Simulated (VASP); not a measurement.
# PtSe2 (P-3m1) in VASP: a series of runs

PtSe2 is run at these levels: BLYP+D3(BJ), PBE exchange alone, LDA+U, PBE+U; tasks: single point.

All numbers are computed with VASP 6.6.1; they aren't measurements. Logs are shortened: lines on timing, memory, paths and dates and some standing lists are left out, and cuts for length are marked.

### Step 1. The cell of the first run

It takes space group P-3m1 (No. 164, trigonal). The conventional cell has a = 3.797 Å, b = 3.797 Å, c = 5.161 Å, α = 90.00°, β = 90.00°, γ = 120.00°. Within 3.4 Å of Pt (site symmetry -3m) lie 6 Se at 2.54 Å. Se (site symmetry 3m) has 3 Pt at 2.54 Å and 6 Se at 3.39 Å within 3.4 Å.

### Step 2. Single point, BLYP+D3(BJ)

Contents of INCAR:

```
  PREC = Accurate
  ENCUT = 520
  EDIFF = 1E-6
  ISMEAR = -1
  SIGMA = 0.05
  LREAL = F
  LASPH = T
  NELM = 100
  ALGO = Normal
  ISIF = 2
  LWAVE = F
  LCHARG = F
  GGA = B5
  ALDAX = 1.0
  AGGAX = 1.0
  AGGAC = 1.0
  ALDAC = 0.0
  IVDW = 12
  VDW_S6 = 1.0
  VDW_S8 = 2.6996
  VDW_A1 = 0.4298
  VDW_A2 = 4.2359
  NBANDS = 18
```

Contents of KPOINTS:

```
regular mesh
0
Gamma
  8 8 5
```

Contents of POSCAR:

```
PtSe2
1.0
    3.7970381507      0.0000000000      0.0000000000
   -1.8985190754      3.2883314977      0.0000000000
    0.0000000000      0.0000000000      5.1612801071
Pt Se
1 2
Direct
    0.0000000000      0.0000000000      0.0000000000
    0.6666666667      0.3333333333      0.7500000000
    0.3333333333      0.6666666667      0.2500000000
```

Potentials or basis: VASP PAW PBE potentials, release 64 (Pt, Se).

Command:

```bash
$ cat potpaw_PBE.64/Pt/POTCAR potpaw_PBE.64/Se/POTCAR > POTCAR
$ mpirun -np 1 vasp_std > vasp.out
```

OUTCAR:

```text
PREC = Accurate
   ENCUT = 520
   EDIFF = 1E-6
   ISMEAR = -1
   LREAL = F
   LASPH = T
   NELM = 100
   ISIF = 2
   GGA = B5
   IVDW = 12
 IVDW          = 12

 ion  position               nearest neighbor table
   1  0.000  0.000  0.000-   2 2.54   3 2.54   2 2.54   3 2.54   2 2.54   3 2.54
   2  0.667  0.333  0.750-   1 2.54   1 2.54   1 2.54
   3  0.333  0.667  0.250-   1 2.54   1 2.54   1 2.54

  LATTYP: Found a hexagonal cell.
 ALAT       =     3.7970381507
 C/A-ratio  =     1.3592910849

  Lattice vectors:

 A1 = (   3.7970381507,   0.0000000000,   0.0000000000)
 A2 = (  -1.8985190754,   3.2883314977,   0.0000000000)
 A3 = (   0.0000000000,   0.0000000000,   5.1612801071)

Analysis of symmetry for initial positions (statically):
=====================================================================
 Subroutine PRICEL returns:
 Original cell was already a primitive cell.

 Routine SETGRP: Setting up the symmetry group for a
 hexagonal supercell.

 Subroutine GETGRP returns: Found 12 space group operations
 (whereof 12 operations were pure point group operations)
 out of a pool of 24 trial point group operations.

The static configuration has the point symmetry D_3d.

Analysis of symmetry for dynamics (positions and initial velocities):
=====================================================================
 Subroutine PRICEL returns:
 Original cell was already a primitive cell.

 Routine SETGRP: Setting up the symmetry group for a
 hexagonal supercell.

 Subroutine GETGRP returns: Found 12 space group operations
 (whereof 12 operations were pure point group operations)
 out of a pool of 24 trial point group operations.

The dynamic configuration has the point symmetry D_3d.

 Subroutine INISYM returns: Found 12 space group operations
 (whereof 12 operations are pure point group operations),
 and found     1 'primitive' translations

----------------------------------------------------------------------------------------

                                     Primitive cell

  volume of cell :      64.4433

  direct lattice vectors                    reciprocal lattice vectors
     3.797038151  0.000000000  0.000000000     0.263363169  0.152052796  0.000000000
    -1.898519075  3.288331498  0.000000000     0.000000000  0.304105593  0.000000000
     0.000000000  0.000000000  5.161280107     0.000000000  0.000000000  0.193750383

  length of vectors
     3.797038151  3.797038151  5.161280107     0.304105593  0.304105593  0.193750383

  position of ions in fractional coordinates (direct lattice)
     0.000000000  0.000000000  0.000000000
     0.666666667  0.333333333  0.750000000
     0.333333333  0.666666667  0.250000000

  ion indices of the primitive-cell ions
   primitive index   ion index
                 1           1
                 2           2
                 3           3

----------------------------------------------------------------------------------------

 KPOINTS: regular mesh

Automatic generation of k-mesh.
 Grid dimensions read from file:
 generate k-points for:    8    8    5

 Generating k-lattice:

  Cartesian coordinates                     Fractional coordinates (reciprocal lattice)
     0.032920396  0.019006600  0.000000000     0.125000000 -0.000000000  0.000000000
     0.000000000  0.038013199  0.000000000     0.000000000  0.125000000  0.000000000
     0.000000000  0.000000000  0.038750077     0.000000000  0.000000000  0.200000000

  Length of vectors
     0.038013199  0.038013199  0.038750077

  Shift w.r.t. Gamma in fractional coordinates (k-lattice)
     0.000000000  0.000000000  0.000000000

 Subroutine IBZKPT returns following result:
 ===========================================

 Found     40 irreducible k-points:

 Following reciprocal coordinates:
            Coordinates               Weight
  0.000000  0.000000  0.000000      1.000000
  0.125000  0.000000  0.000000      6.000000
  0.250000  0.000000  0.000000      6.000000
  0.375000  0.000000  0.000000      6.000000
  0.500000  0.000000  0.000000      3.000000
  0.125000  0.125000  0.000000      6.000000
[... 16 lines left out ...]
 -0.125000  0.500000  0.200000     12.000000
  0.250000  0.250000  0.200000     12.000000
 [... further k-points ...]
   k-points           NKPTS =     40   k-points in BZ     NKDIM =     40   number of bands    NBANDS=     18
   number of dos      NEDOS =    301   number of ions     NIONS =      3
   total plane-waves  NPLWV =  31360
   dimension x,y,z NGX =    28 NGY =   28 NGZ =   40
   dimension x,y,z NGXF=    56 NGYF=   56 NGZF=   80
   ions per type =               1   2
   NGX,Y,Z   is equivalent  to a cutoff of  12.26, 12.26, 12.88 a.u.
   NGXF,Y,Z  is equivalent  to a cutoff of  24.52, 24.52, 25.77 a.u.
 SYSTEM =  unknown system
   PREC   = accura    normal or accurate (medium, high low for compatibility)
   ISTART =      0    job   : 0-new  1-cont  2-samecut
   ICHARG =      2    charge: 1-file 2-atom 10-const
[... 97 lines left out ...]
  band No.  band energies     occupation
      1      -7.8465      2.00000
      2      -7.0111      2.00000
      3      -0.1336      2.00000
      4       0.7423      2.00000
      5       1.0222      2.00000
      6       1.5559      2.00000
[... 10 lines left out ...]
     17      14.0238      0.00000
     18      15.6917      0.00000

 k-point     5 :       0.5000    0.0000    0.0000
  band No.  band energies     occupation
      1      -7.3957      2.00000
      2      -7.2938      2.00000
      3      -0.5864      2.00000
      4       0.7959      2.00000
      5       1.2916      2.00000
      6       2.3320      2.00000
[... 10 lines left out ...]
     17      13.7480      0.00000
     18      17.3368      0.00000

 k-point     6 :       0.1250    0.1250    0.0000
  band No.  band energies     occupation
      1      -8.5429      2.00000
      2      -6.7313      2.00000
      3       0.1018      2.00000
      4       0.4847      2.00000
      5       0.5312      2.00000
      6       1.8295      2.00000
[... 10 lines left out ...]
     17      14.7656      0.00000
     18      14.9553      0.00000

 k-point     7 :       0.2500    0.1250    0.0000
  band No.  band energies     occupation
      1      -8.0486      2.00000
      2      -6.9110      2.00000
      3       0.3720      2.00000
      4       0.5405      2.00000
      5       1.0127      2.00000
      6       1.1332      2.00000
[... 10 lines left out ...]
     17      14.2809      0.00000
     18      15.2517      0.00000

 k-point     8 :       0.3750    0.1250    0.0000
  band No.  band energies     occupation
      1      -7.5335      2.00000
      2      -7.1444      2.00000
      3      -0.3699      2.00000
      4       0.6661      2.00000
      5       1.3107      2.00000
      6       1.7310      2.00000
[... 10 lines left out ...]
     17      15.0496      0.00000
     18      15.8924      0.00000
[... 229 lines left out ...]
     17      14.1997      0.00000
     18      15.0727      0.00000

 k-point    20 :       0.2500    0.1250    0.2000
  band No.  band energies     occupation
      1      -7.9306      2.00000
      2      -7.0595      2.00000
      3       0.3106      2.00000
      4       0.5227      2.00000
      5       0.8129      2.00000
      6       1.6254      2.00000
[... 10 lines left out ...]
     17      14.6239      0.00000
     18      15.0476      0.00000

 k-point    21 :      -0.1250    0.3750    0.2000
  band No.  band energies     occupation
      1      -7.9778      2.00000
      2      -6.9811      2.00000
      3      -0.0137      2.00000
      4       0.4033      2.00000
      5       0.8269      2.00000
      6       1.5681      2.00000
[... 10 lines left out ...]
     17      14.4213      0.00000
     18      15.8654      0.00000

 k-point    22 :       0.3750    0.1250    0.2000
  band No.  band energies     occupation
      1      -7.4205      2.00000
      2      -7.2498      2.00000
      3      -0.3762      2.00000
      4       0.6410      2.00000
      5       1.4231      2.00000
      6       1.4620      2.00000
[... 10 lines left out ...]
     17      15.2233      0.00000
     18      15.7032      0.00000

 k-point    23 :      -0.1250    0.5000    0.2000
  band No.  band energies     occupation
      1      -7.5549      2.00000
      2      -7.0893      2.00000
      3      -0.5168      2.00000
      4       0.4983      2.00000
      5       1.0190      2.00000
      6       2.0606      2.00000
[... 10 lines left out ...]
     17      15.4913      0.00000
     18      16.0314      0.00000

 k-point    24 :       0.2500    0.2500    0.2000
  band No.  band energies     occupation
      1      -7.5476      2.00000
      2      -7.1076      2.00000
      3      -0.0584      2.00000
      4       0.4722      2.00000
      5       0.8500      2.00000
      6       1.5817      2.00000
[... 10 lines left out ...]
     17      14.8221      0.00000
     18      15.1801      0.00000

 [... further k-points ...]

------------------------ aborting loop because EDIFF is reached ----------------------------------------

 Edisp (eV)   -3.05877

 E8    (eV) :    -2.2339

  FORCE on cell =-STRESS in cart. coord.  units (eV):
  Direction    XX          YY          ZZ          XY          YZ          ZX
  --------------------------------------------------------------------------------------
  -------------------------------------------------------------------------------------
  Total      -0.28596    -0.28596    -0.43754     0.00000     0.00000     0.00000
  in kB      -7.10960    -7.10960   -10.87803     0.00000     0.00000     0.00000
  external pressure =       -8.37 kB  Pullay stress =        0.00 kB

 VOLUME and BASIS-vectors are now :
 -----------------------------------------------------------------------------
  energy-cutoff  :      520.00
  volume of cell :       64.44
      direct lattice vectors                 reciprocal lattice vectors
     3.797038151  0.000000000  0.000000000     0.263363169  0.152052796  0.000000000
    -1.898519075  3.288331498  0.000000000     0.000000000  0.304105593  0.000000000
     0.000000000  0.000000000  5.161280107     0.000000000  0.000000000  0.193750383

 POSITION                                       TOTAL-FORCE (eV/Angst)
 -----------------------------------------------------------------------------------
      0.00000      0.00000      0.00000         0.000000      0.000000      0.000000
      1.89852      1.09611      3.87096        -0.000000      0.000000     -0.475093
     -0.00000      2.19222      1.29032         0.000000     -0.000000      0.475093
 -----------------------------------------------------------------------------------
    total drift:                               -0.000000     -0.000000     -0.000000

  FREE ENERGIE OF THE ION-ELECTRON SYSTEM (eV)
  ---------------------------------------------------
  free  energy   TOTEN  =       -15.1010042294 eV

  energy  without entropy=      -15.0962904703  energy(sigma->0) =      -15.09864735
```

Run time: 60 s. Hardware: 1 thread of Intel Xeon Platinum 8259CL at 2.50GHz (Skylake/Cascade Lake), shared host; peak memory 0.21 GiB.

What came out:

| Item | Value |
| --- | --- |
| Free energy | -15.1010 eV |
| Pressure | -0.8 GPa |
| Largest force | 0.475 eV/Å |
| Band gap on the k mesh | zero (bands 11 and 12 overlap by 0.23 eV) |
| Dispersion energy per atom | -1.020 eV |

Forces on the atoms (eV/Å):
```
Pt   0.000  0.000  0.000
Se   0.000  0.000 -0.475
Se   0.000  0.000  0.475
```

Caveat: the PAW data sets were made with another functional, which shifts forces and pressure a little; spin-orbit coupling is left out, which moves the levels of the heavy elements.

### Step 3. Single point, PBE exchange alone

This run uses another cell than the first one.

Contents of INCAR:

```
PREC = Accurate
ENCUT = 520
EDIFF = 1E-6
ISMEAR = -1
SIGMA = 0.05
LREAL = False
LASPH = True
NELM = 100
ALGO = Normal
ISIF = 2
LWAVE = False
LCHARG = False
GGA = PE
ALDAC = 0.0
AGGAC = 0.0
NBANDS = 18
```

Contents of KPOINTS:

```
Automatic mesh
0
Gamma
  8 8 5
```

Contents of POSCAR:

```
PtSe2
1.0
    3.9224107381      0.0000000000      0.0000000000
   -1.9612053690      3.3969073433      0.0000000000
    0.0000000000      0.0000000000      8.3573345256
Pt Se
1 2
Direct
    0.0000000000      0.0000000000      0.0000000000
    0.6666666667      0.3333333333      0.8369316715
    0.3333333333      0.6666666667      0.1630683285
```

Potentials or basis: VASP PAW PBE potentials, release 64 (Pt, Se).

Command:

```bash
$ cat potpaw_PBE.64/Pt/POTCAR potpaw_PBE.64/Se/POTCAR > POTCAR
$ mpirun -np 1 vasp_std > vasp.out
```

Wall time 87 s (1 thread of Intel Xeon Platinum 8259CL at 2.50GHz (Skylake/Cascade Lake), shared host); peak memory 0.27 GiB.

It converged, with:

```
Free energy            : -10.3537 eV
Pressure               : 0.0 GPa
Largest force          : 0.005 eV/Å
Band gap on the k mesh : 1.07 eV (least direct gap 1.22 eV)
```

Forces on the atoms (eV/Å):
```
Pt   0.000  0.000  0.000
Se   0.000  0.000 -0.005
Se   0.000  0.000  0.005
```

Levels at points of the mesh, in eV from the valence-band top:
```tsv
k point	band 9	band 10	band 11	band 12	band 13	band 14
(0.00, 0.00, 0.00)	-0.37	-0.04	-0.04	2.42	2.42	3.46
(0.50, 0.00, 0.00)	-1.65	-1.48	-1.13	1.87	2.25	4.33
```

Caveat: spin-orbit coupling is left out, which moves the levels of the heavy elements; an odd mesh through Γ misses points on the zone boundary, where band edges can lie.

### Step 4. Single point, LDA+U

This run uses another cell than the first one, of 20.27 Å³/atom.

Contents of INCAR:

```
SYSTEM = PtSe2
PREC = Accurate
ENCUT = 520
EDIFF = 1E-7
ISMEAR = -1
SIGMA = 0.05
LREAL = .FALSE.
LASPH = .TRUE.
NELM = 150
ALGO = Normal
ISIF = 2
LWAVE = .FALSE.
LCHARG = .TRUE.
LMAXMIX = 4
LDAU = .TRUE.
LDAUTYPE = 2
LDAUL = 2 -1
LDAUU = 8 0
LDAUJ = 0 0
LDAUPRINT = 1
GGA = CA
LELF = .TRUE.
LVHAR = .TRUE.
NBANDS = 18
```

Contents of KPOINTS:

```
Automatic mesh
0
G
  8 8 5
  0 0 0
```

Contents of POSCAR:

```
PtSe2
1.0
    3.7240000000      0.0000000000      0.0000000000
   -1.8620000000      3.2250786037      0.0000000000
    0.0000000000      0.0000000000      5.0620000000
Pt Se
1 2
Direct
    0.0000000000      0.0000000000      0.0000000000
    0.6666666667      0.3333333333      0.7500000000
    0.3333333333      0.6666666667      0.2500000000
```

Potentials or basis: VASP PAW LDA potentials, release 64 (Pt, Se).

Command:

```bash
$ cat potpaw_LDA.64/Pt/POTCAR potpaw_LDA.64/Se/POTCAR > POTCAR
$ mpirun -np 1 vasp_std > vasp.out
```

Run time: 48 s. Hardware: 1 thread of Intel Xeon Platinum 8259CL at 2.50GHz (Skylake/Cascade Lake), shared host; peak memory 0.18 GiB.

Results (log left out):

```
Free energy            : -12.2574 eV
Pressure               : -6.6 GPa
Largest force          : 0.290 eV/Å
Band gap on the k mesh : zero (bands 11 and 12 overlap by 0.73 eV)
```

Forces on the atoms (eV/Å):
```
Pt   0.000  0.000  0.000
Se   0.000  0.000  0.290
Se   0.000  0.000 -0.290
```

Stress tensor (GPa, compression positive):
```
-6.96  0.00  0.00
 0.00 -6.96  0.00
 0.00  0.00 -5.78
```

Levels at points of the mesh, in eV from the Fermi level:
| k point | band 9 | band 10 | band 11 | band 12 | band 13 | band 14 |
| --- | --- | --- | --- | --- | --- | --- |
| (0.00, 0.00, 0.00) | -0.67 | -0.67 | 0.68 | 1.36 | 1.36 | 3.99 |
| (0.50, 0.00, 0.00) | -3.44 | -3.41 | -3.12 | 0.51 | 2.30 | 4.78 |

Eigenvalues of the final occupation matrices:
| site | spin | trace | eigenvalues |
| --- | --- | --- | --- |
| site 1 d | 1 | 4.46 | 0.77 0.77 0.97 0.97 0.97 |
| site 1 d | 2 | 4.46 | 0.77 0.77 0.97 0.97 0.97 |

Caveat: the cell stands under tension; spin-orbit coupling is left out, which moves the levels of the heavy elements; U without spin polarisation on a metal has little footing.

### Step 5. Single point, PBE+U

This run uses another cell than the first one, of 20.27 Å³/atom.

Contents of INCAR:

```
SYSTEM = PtSe2
ALGO = Normal
EDIFF = 1E-7
ENCUT = 520
GGA = PE
ISIF = 2
ISMEAR = -1
LASPH = .TRUE.
LCHARG = .FALSE.
LDAU = .TRUE.
LDAUJ = 0 0
LDAUL = 2 -1
LDAUPRINT = 1
LDAUTYPE = 2
LDAUU = 6 0
LMAXMIX = 4
LREAL = .FALSE.
LWAVE = .FALSE.
NBANDS = 18
NELM = 150
PREC = Accurate
SIGMA = 0.05
```

Contents of KPOINTS:

```
k-points
0
G
  8 8 5
  0 0 0
```

POSCAR is that of step 4.

Potentials or basis: VASP PAW PBE potentials, release 64 (Pt, Se).

Command:

```bash
$ cat potpaw_PBE.64/Pt/POTCAR potpaw_PBE.64/Se/POTCAR > POTCAR
$ mpirun -np 1 vasp_std > vasp.out
```

Run time: 62 s. Hardware: 1 thread of Intel Xeon Platinum 8259CL at 2.50GHz (Skylake/Cascade Lake), shared host; peak memory 0.2 GiB.

It converged, with:

| Item | Value |
| --- | --- |
| Free energy | -10.3424 eV |
| Pressure | 3.1 GPa |
| Largest force | 0.283 eV/Å |
| Band gap on the k mesh | zero (bands 11 and 12 overlap by 0.54 eV) |

Forces on the atoms (eV/Å):
```
Pt   0.000  0.000  0.000
Se   0.000  0.000 -0.283
Se   0.000  0.000  0.283
```

Stress tensor (GPa, compression positive):
```
3.16 0.00 0.00
0.00 3.16 0.00
0.00 0.00 3.08
```

Levels at points of the mesh, in eV from the Fermi level:
| k point | band 8 | band 9 | band 10 | band 11 | band 12 | band 13 | band 14 | band 15 |
| --- | --- | --- | --- | --- | --- | --- | --- | --- |
| (0.00, 0.00, 0.00) | -3.44 | -0.86 | -0.86 | 0.54 | 1.35 | 1.35 | 3.89 | 4.43 |
| (0.50, 0.00, 0.00) | -4.00 | -3.56 | -3.38 | -3.32 | 0.54 | 2.29 | 4.74 | 6.16 |

Eigenvalues of the final occupation matrices:
| site | spin | trace | eigenvalues |
| --- | --- | --- | --- |
| site 1 d | 1 | 4.31 | 0.73 0.73 0.95 0.95 0.95 |
| site 1 d | 2 | 4.31 | 0.73 0.73 0.95 0.95 0.95 |

Caveat: the cell stands under pressure; spin-orbit coupling is left out, which moves the levels of the heavy elements; U without spin polarisation on a metal has little footing.

### Step 6. The runs side by side

| level | potentials or basis | U | cell | gap on the mesh (eV) | pressure (GPa) | largest force (eV/Å) |
| --- | --- | --- | --- | --- | --- | --- |
| BLYP+D3(BJ) | VASP PAW PBE potentials, release 64 (Pt, Se) | - | a = 3.797, b = 3.797, c = 5.161 Å, angles 90.0, 90.0, 120.0°, 3 atoms, atomic positions A | none | -0.8 | 0.48 |
| PBE exchange alone | VASP PAW PBE potentials, release 64 (Pt, Se) | - | a = 3.922, b = 3.922, c = 8.357 Å, angles 90.0, 90.0, 120.0°, 3 atoms, atomic positions B | 1.07 | 0.0 | - |
| LDA+U | VASP PAW LDA potentials, release 64 (Pt, Se) | Pt d U = 8.0 eV | a = 3.724, b = 3.724, c = 5.062 Å, angles 90.0, 90.0, 120.0°, 3 atoms, atomic positions A | none | -6.6 | 0.29 |
| PBE+U | VASP PAW PBE potentials, release 64 (Pt, Se) | Pt d U = 6.0 eV | a = 3.724, b = 3.724, c = 5.062 Å, angles 90.0, 90.0, 120.0°, 3 atoms, atomic positions A | none | 3.1 | 0.28 |

Alike in all rows: task single point; no spin polarisation; k mesh 8 × 8 × 5; cutoff (eV) 520; smearing fermi-dirac 0.05 eV.

Caveats: spin-orbit coupling is left out, which moves the levels of the heavy elements; U without spin polarisation on a metal has little footing (at least some runs); the PAW data sets were made with another functional, which shifts forces and pressure a little (at least some runs); an odd mesh through Γ misses points on the zone boundary, where band edges can lie (at least some runs); the cell stands under tension (at least some runs); the cell stands under pressure (at least some runs).

Absolute energies hang on the potentials; compare differences alone.
